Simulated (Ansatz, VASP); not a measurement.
# One calculation of MgO, two programs

```
Mg O
1.0
     3.48638    0.00000    0.00000
    -1.74319    3.01929    0.00000
     0.00000    0.00000    4.17804
Mg O
2 2
Direct
  0.66667 0.33333 0.75000
  0.33333 0.66667 0.25000
  0.66667 0.33333 0.25000
  0.33333 0.66667 0.75000
```

Alike in both runs: task single point; functional PBEsol; k mesh 6 × 6 × 4; no spin polarisation.

```csv
,VASP,Ansatz
version,VASP 6.6.1,Ansatz 0.2.0
potentials or method,"VASP PAW PBE potentials, release 64 (Mg, O), cutoff 600 eV","plane waves, PAW"
occupations,"gaussian, width 0.01 eV",fixed
valence electrons in the cell,16,32
```

```tsv
	VASP	Ansatz	Ansatz less VASP
gap on the k mesh at the Fermi level (eV)	3.31	3.32	+0.004
pressure (GPa)	0.6	1.1	+0.53
traceless stress, the component that is largest in VASP (GPa)	0.19	0.26	+0.062
```

VASP's potentials were made for PBE, not for PBEsol. VASP's potentials hold 16 valence electrons a cell and Ansatz's 32, so a difference there can come from the potentials and not from the codes.
